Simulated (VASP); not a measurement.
# Zn16N (a cell with a defect) in VASP: single point with PBE

Aim: the single point of Zn16N (a cell with a defect) with PBE.

All numbers are computed with VASP 6.6.1; they aren't measurements. Logs are shortened: lines on timing, memory, paths and dates and some standing lists are left out, and cuts for length are marked.

## 1. The cell of the first run

The cell holds a defect, 17 atoms: a = 6.805 Å, b = 6.805 Å, c = 6.805 Å, α = 109.47°, β = 109.47°, γ = 109.47°.

## 2. Single point, PBE

Input file INCAR:

```
  PREC = Accurate
  ENCUT = 520
  EDIFF = 1E-6
  ISMEAR = 0
  SIGMA = 0.1
  LREAL = Auto
  LASPH = T
  NELM = 100
  ALGO = Normal
  ISIF = 2
  LWAVE = F
  LCHARG = F
  GGA = PE
  NBANDS = 112
```

Input file KPOINTS:

```
Automatic mesh
0
Gamma
  4 4 4
  0.5 0.5 0.5
```

Input file POSCAR:

```
Zn16N
1.0
    3.9288069991      3.9288069991      3.9288069991
   -3.9288069991      3.9288069991     -3.9288069991
   -3.9288069991     -3.9288069991      3.9288069991
Zn N
16 1
Direct
   -0.0129133348      0.0000502697     -0.0116084857
    0.0182092172      0.7739287017      0.2560303930
    0.2487986812      0.7539518996      0.0048850707
   -0.0027915599      0.5003102724      0.5028831909
    0.2559148363      0.5003742868      0.2444976300
    0.4970753209      0.4998143203      0.0027489261
    0.0090479120      0.2535175437      0.7442315188
    0.2444171985      0.2262291073      0.4821233266
    0.4949736651      0.2461753658      0.2509307533
    0.7767772763      0.3266818656      0.0500240913
    0.2543882915      0.0000696140      0.7596677568
    0.5123365695      0.0000523060      0.5142306559
    0.7402800648      0.0000716502      0.2455686930
    0.4499980529      0.6734535447      0.7235744847
    0.7555745295      0.7467004617      0.4908868011
    0.7555126787      0.4997626507      0.7440947088
    0.6692755589      0.0000267257     -0.1672483530
```

Potentials or basis: VASP PAW PBE potentials, release 64 (Zn, N).

Launch:

```console
cat potpaw_PBE.64/Zn/POTCAR potpaw_PBE.64/N/POTCAR > POTCAR
mpirun -np 1 vasp_std > vasp.out
```

OUTCAR:

```text
PREC = Accurate
   ENCUT = 520
   EDIFF = 1E-6
   ISMEAR = 0
   LREAL = Auto
   LASPH = T
   NELM = 100
   ISIF = 2
   GGA = PE

 ion  position               nearest neighbor table
   1  0.987  0.000  0.988-  17 2.07   8 2.75   2 2.75  11 2.76  15 2.77   7 2.77  16 2.78   5 2.78
                            13 2.80   3 2.82   9 2.82  10 3.01  14 3.01
   2  0.018  0.774  0.256-  10 2.49   8 2.51   3 2.68   1 2.75  12 2.75  15 2.77  11 2.80  13 2.81
                             5 2.84  16 2.85   4 2.89   6 2.90
   3  0.249  0.754  0.005-   2 2.68  14 2.72  11 2.73  13 2.73   9 2.73   5 2.74  16 2.74   7 2.78
                             4 2.79   6 2.79   1 2.82  12 2.83
   4  0.997  0.500  0.503-  10 2.54  14 2.54  16 2.68  15 2.71   7 2.71  11 2.78  13 2.78   3 2.79
                             9 2.79   5 2.87   2 2.89   8 2.90
   5  0.256  0.500  0.244-   6 2.68  10 2.70  14 2.70   3 2.74   9 2.74  15 2.78  12 2.78   7 2.78
                             1 2.78   2 2.84   8 2.85   4 2.87
   6  0.497  0.500  0.003-  14 2.54  10 2.54   5 2.68   7 2.71  15 2.71  11 2.78  13 2.78   9 2.79
                             3 2.79  16 2.87   8 2.90   2 2.90
   7  0.009  0.254  0.744-   6 2.71   4 2.71  12 2.76   1 2.77   8 2.77  13 2.77  11 2.77  16 2.78
                             5 2.78   3 2.78  15 2.82  10 3.02
   8  0.244  0.226  0.482-  14 2.49   2 2.51   9 2.68   1 2.75  12 2.75   7 2.77  11 2.80  13 2.81
                            16 2.84   5 2.85   6 2.90   4 2.90
   9  0.495  0.246  0.251-   8 2.68  10 2.72  11 2.73  13 2.73   3 2.73  16 2.74   5 2.74  15 2.78
                             6 2.79   4 2.79   1 2.82  12 2.83
  10  0.777  0.327  0.050-  17 1.91   2 2.49   4 2.54   6 2.54  16 2.70   5 2.70   9 2.72  13 2.93
                            11 2.93  12 3.00   1 3.01   7 3.02
  11  0.254  0.000  0.760-   9 2.73   3 2.73   1 2.76   7 2.77  15 2.77   6 2.78   4 2.78  12 2.80
                             2 2.80   8 2.80  14 2.93  10 2.93
  12  0.512  0.000  0.514-  17 2.07   8 2.75   2 2.75  15 2.76   7 2.76  13 2.76   5 2.78  16 2.78
                            11 2.80   3 2.83   9 2.83  10 3.00  14 3.01
  13  0.740  0.000  0.246-   9 2.73   3 2.73  12 2.76   7 2.77  15 2.77   4 2.78   6 2.78   1 2.80
                             2 2.81   8 2.81  14 2.93  10 2.93
  14  0.450  0.673  0.724-  17 1.91   8 2.49   6 2.54   4 2.54   5 2.70  16 2.70   3 2.72  13 2.93
                            11 2.93  12 3.01   1 3.01  15 3.02
  15  0.756  0.747  0.491-   4 2.71   6 2.71  12 2.76   1 2.77   2 2.77  13 2.77  11 2.77   5 2.78
                            16 2.78   9 2.78   7 2.82  14 3.02
  16  0.756  0.500  0.744-   4 2.68  10 2.70  14 2.70   9 2.74   3 2.74   7 2.78  15 2.78  12 2.78
                             1 2.78   8 2.84   2 2.85   6 2.87
  17  0.669  0.000  0.833-  10 1.91  14 1.91   1 2.07  12 2.07

  LATTYP: Found a body centered cubic cell.
 ALAT       =     7.8576139982

  Lattice vectors:

 A1 = (   3.9288069991,   3.9288069991,   3.9288069991)
 A2 = (  -3.9288069991,   3.9288069991,  -3.9288069991)
 A3 = (  -3.9288069991,  -3.9288069991,   3.9288069991)

Analysis of symmetry for initial positions (statically):
=====================================================================
 Subroutine PRICEL returns:
 Original cell was already a primitive cell.

 Routine SETGRP: Setting up the symmetry group for a
 body centered cubic supercell.

 Subroutine GETGRP returns: Found  1 space group operations
 (whereof  1 operations were pure point group operations)
 out of a pool of 48 trial point group operations.

The static configuration has the point symmetry C_1 .

Analysis of symmetry for dynamics (positions and initial velocities):
=====================================================================
 Subroutine PRICEL returns:
 Original cell was already a primitive cell.

 Routine SETGRP: Setting up the symmetry group for a
 body centered cubic supercell.

 Subroutine GETGRP returns: Found  1 space group operations
 (whereof  1 operations were pure point group operations)
 out of a pool of 48 trial point group operations.

The dynamic configuration has the point symmetry C_1 .

 Subroutine INISYM returns: Found  1 space group operations
 (whereof  1 operations are pure point group operations),
 and found     1 'primitive' translations

----------------------------------------------------------------------------------------

                                     Primitive cell

  volume of cell :     242.5728

  direct lattice vectors                    reciprocal lattice vectors
     3.928806999  3.928806999  3.928806999     0.000000000  0.127265096  0.127265096
    -3.928806999  3.928806999 -3.928806999    -0.127265096  0.127265096  0.000000000
    -3.928806999 -3.928806999  3.928806999    -0.127265096  0.000000000  0.127265096

  length of vectors
     6.804893336  6.804893336  6.804893336     0.179980025  0.179980025  0.179980025

  position of ions in fractional coordinates (direct lattice)
[... 50 lines left out ...]
    -0.031816274  0.031816274  0.000000000     0.000000000  0.250000000  0.000000000
    -0.031816274  0.000000000  0.031816274     0.000000000  0.000000000  0.250000000

  Length of vectors
     0.044995006  0.044995006  0.044995006

  Shift w.r.t. Gamma in fractional coordinates (k-lattice)
     0.500000000  0.500000000  0.500000000

 Subroutine IBZKPT returns following result:
 ===========================================

 Found     32 irreducible k-points:

 Following reciprocal coordinates:
            Coordinates               Weight
  0.125000  0.125000  0.125000      2.000000
  0.375000 -0.125000 -0.125000      2.000000
  0.125000  0.125000 -0.375000      2.000000
 -0.125000  0.375000 -0.125000      2.000000
  0.375000  0.125000  0.125000      2.000000
  0.125000  0.375000  0.125000      2.000000
[... 16 lines left out ...]
  0.375000  0.125000 -0.125000      2.000000
 -0.125000  0.125000  0.375000      2.000000
 [... further k-points ...]
   k-points           NKPTS =     32   k-points in BZ     NKDIM =     32   number of bands    NBANDS=    112
   number of dos      NEDOS =    301   number of ions     NIONS =     17
   total plane-waves  NPLWV = 157464
   dimension x,y,z NGX =    54 NGY =   54 NGZ =   54
   dimension x,y,z NGXF=   108 NGYF=  108 NGZF=  108
   ions per type =              16   1
   NGX,Y,Z   is equivalent  to a cutoff of  13.19, 13.19, 13.19 a.u.
   NGXF,Y,Z  is equivalent  to a cutoff of  26.38, 26.38, 26.38 a.u.
 SYSTEM =  unknown system
   PREC   = accura    normal or accurate (medium, high low for compatibility)
   ISTART =      0    job   : 0-new  1-cont  2-samecut
   ICHARG =      2    charge: 1-file 2-atom 10-const
   ISPIN  =      1    spin polarized calculation?
   LNONCOLLINEAR =      F non collinear calculations
   LSORBIT =      F    spin-orbit coupling
   LASPH  =      T    aspherical Exc in radial PAW
   ENCUT  =  520.0 eV  38.22 Ry    6.18 a.u.  12.65 12.65 12.65*2*pi/ulx,y,z
   NELM   =    100;   NELMIN=  2; NELMDL= -5     # of ELM steps
   EDIFF  = 0.1E-05   stopping-criterion for ELM
   LREAL  =      T    real-space projection
   EDIFFG = 0.1E-04   stopping-criterion for IOM
   NSW    =      0    number of steps for IOM
[... 5 lines left out ...]
   TEBEG  =    0.0;   TEEND  =   0.0 temperature during run
   PSTRESS=    0.0 pullay stress
   NELECT =     197.0000    total number of electrons
   NUPDOWN=      -1.0000    fix difference up-down
   EMIN   =  10.00;   EMAX   =-10.00  energy-range for DOS
   EFERMI =   0.00;   METHOD = LEGACY
   ISMEAR =     0;   SIGMA  =   0.10  broadening in eV -4-tet -1-fermi 0-gaus
   EFERMI_NEDOS =   21; number of points for ismear=-14 and -15
   IALGO  =     38    algorithm
   IMIX   =      4    mixing-type and parameters
     AMIX     =   0.40;   BMIX     =  1.00
     AMIX_MAG =   1.60;   BMIX_MAG =  1.00
  volume/ion in A,a.u.               =      14.27        96.29
  Fermi-wavevector in a.u.,A,eV,Ry     =   1.527389  2.886346 31.741249  2.332916
  Thomas-Fermi vector in A             =   2.635292
   LORBIT       =      0    0 simple, 1 ext, 2 COOP (PROOUT), +10 PAW based schemes
   GGA     = PE    functional components
   LHFCALC =     F    Hartree Fock is set to
   AEXX    =    0.0000 exact exchange contribution
   IVDW    =     0    specifies the selected vdW correction
   LEPSILON=     F    determine dielectric tensor
   LRPA    =     F    only Hartree local field effects (RPA)
 non-spin polarized calculation
 Gauss-broadening in eV      SIGMA  =   0.10
  energy-cutoff  :      520.00
  volume of cell :      242.57
 maximum number of plane-waves:      6564
 NGX is ok and might be reduce to    54
   NGX = 25   NGY = 25   NGZ = 25

 number of electron     197.0000013 magnetization

 Free energy of the ion-electron system (eV)
  ---------------------------------------------------
  ext. energy  EPLUGINS =         0.00000000
  ---------------------------------------------------
  free energy    TOTEN  =       -23.58563043 eV

  energy without entropy =      -23.55452049  energy(sigma->0) =      -23.57007546

 E-fermi :   3.3023     XC(G=0): -11.7321

 val. band max:        3.3016695073   @ k =   0.1250  -0.1250   0.3750
 cond. band min:       3.3045133306   @ k =  -0.3750   0.1250  -0.1250
 fundamental gap:      0.0028438233
 Fermi energy:         3.3022813590

 k-point     1 :       0.1250    0.1250    0.1250
  band No.  band energies     occupation
      1     -11.7012      2.00000
      2      -6.4732      2.00000
      3      -5.1968      2.00000
      4      -5.0975      2.00000
      5      -5.0310      2.00000
      6      -4.9935      2.00000
[... 2701 lines left out ...]
    109       7.2329      0.00000
    110       7.5606      0.00000

 [... further k-points ...]

 [bands above 110 left out]

------------------------ aborting loop because EDIFF is reached ----------------------------------------

  FORCE on cell =-STRESS in cart. coord.  units (eV):
  Direction    XX          YY          ZZ          XY          YZ          ZX
  --------------------------------------------------------------------------------------
  -------------------------------------------------------------------------------------
  Total        8.5628407      8.5578333      3.8670127     -0.5690048      0.0185089      0.0190177
  in kB       56.5570008     56.5239276     25.5413654     -3.7582394      0.1222499      0.1256105
  external PRESSURE =      46.2074313 kB  Pullay stress =       0.0000000 kB

 VOLUME and BASIS-vectors are now :
 -----------------------------------------------------------------------------
  energy-cutoff  :      520.00
  volume of cell :      242.57
      direct lattice vectors                 reciprocal lattice vectors
     3.928806999  3.928806999  3.928806999     0.000000000  0.127265096  0.127265096
    -3.928806999  3.928806999 -3.928806999    -0.127265096  0.127265096  0.000000000
    -3.928806999 -3.928806999  3.928806999    -0.127265096  0.000000000  0.127265096

 POSITION                                       TOTAL-FORCE (eV/Angst)
 -----------------------------------------------------------------------------------
     -0.00532     -0.00493      7.76107         0.009332      0.009595      0.139852
     -3.97497      2.10626     -1.96318         0.065720      0.009295      0.000110
     -2.00384      3.92042     -1.96546         0.010898      0.021844      0.000649
     -0.02351      3.90773      3.92795        -0.003314     -0.004256      0.000100
     -1.92102      2.01073      0.00015        -0.020189     -0.020844      0.000117
     -0.02156      3.90579      0.00004        -0.004365     -0.003296     -0.000092
[... 9 lines left out ...]
     -1.91861      2.00833      3.92820        -0.020635     -0.020457      0.000853
     -0.64237     -0.64216      5.90107         0.403422      0.400405      0.004477
 -----------------------------------------------------------------------------------
    total drift:                               -0.004504     -0.004399      0.000749

  FREE ENERGIE OF THE ION-ELECTRON SYSTEM (eV)
  ---------------------------------------------------
  free  energy   TOTEN  =       -23.5856304258 eV

  energy  without entropy=      -23.5545204937  energy(sigma->0) =      -23.57007546
```

Run time: 26 min. Hardware: 1 thread of AMD EPYC 9R45 (Zen 5), shared host; peak memory 0.71 GiB.

Results:

```
Free energy            : -23.5856 eV
Pressure               : 4.6 GPa
Largest force          : 0.568 eV/Å
Band gap on the k mesh : zero (an odd number of electrons rules out a gap without spin polarisation)
```

Forces on the atoms (eV/Å):
```
Zn   0.009  0.010  0.140
Zn   0.066  0.009  0.000
Zn   0.011  0.022  0.001
Zn  -0.003 -0.004  0.000
Zn  -0.020 -0.021  0.000
Zn  -0.004 -0.003  0.000
Zn  -0.050 -0.001  0.001
Zn   0.009  0.066  0.000
Zn   0.022  0.011  0.001
Zn  -0.155 -0.159 -0.002
Zn  -0.058 -0.059 -0.115
Zn   0.008  0.008 -0.136
Zn  -0.055 -0.056  0.108
Zn  -0.160 -0.153 -0.002
Zn  -0.002 -0.050  0.001
Zn  -0.021 -0.020  0.001
N    0.403  0.400  0.004
```
